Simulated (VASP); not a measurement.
Runs of VASP 6.6.1 on CaO. The structure is that of space group P6_3/mmc (No. 194), or close to it. The cells are those of the table. 

```tsv
cell	gap on the mesh (eV)	pressure (GPa)
a = 3.992, b = 3.992, c = 4.857 Å, angles 90.0, 90.0, 120.0°, 4 atoms	(a)	0.1
a = 4.112, b = 4.112, c = 4.713 Å, angles 90.0, 90.0, 120.0°, 4 atoms	2.88	-1.6
a = 4.112, b = 4.112, c = 4.857 Å, angles 90.0, 90.0, 120.0°, 4 atoms	2.87	-4.2
a = 3.992, b = 3.992, c = 4.928 Å, angles 90.0, 90.0, 120.0°, 4 atoms	3.12	-1.1
a = 4.052, b = 4.052, c = 4.857 Å, angles 90.0, 90.0, 120.0°, 4 atoms	3.00	(b)
a = 4.052, b = 4.052, c = 4.785 Å, angles 90.0, 90.0, 120.0°, 4 atoms	3.02	-1.0
a = 4.112, b = 4.112, c = 4.928 Å, angles 90.0, 90.0, 120.0°, 4 atoms	(c)	-5.3
a = 4.052, b = 4.052, c = 4.641 Å, angles 90.0, 90.0, 120.0°, 4 atoms	3.00	2.3
a = 4.052, b = 4.052, c = 4.928 Å, angles 90.0, 90.0, 120.0°, 4 atoms	2.98	-3.4
a = 4.112, b = 4.112, c = 4.641 Å, angles 90.0, 90.0, 120.0°, 4 atoms	2.86	0.1
a = 4.052, b = 4.052, c = 4.713 Å, angles 90.0, 90.0, 120.0°, 4 atoms	3.02	0.6
a = 4.112, b = 4.112, c = 4.785 Å, angles 90.0, 90.0, 120.0°, 4 atoms	2.88	-3.0
```

Alike in all rows: task single point; level PBE; potentials or basis VASP PAW PBE potentials, release 64 (Ca_sv, O); no spin polarisation; k mesh 9 × 9 × 6; cutoff (eV) 520; smearing gaussian 0.05 eV.

Question: Estimate the missing entries.

Answer: (a) 3.15; (b) -2.3; (c) 2.85.

A k mesh can miss the band edges.
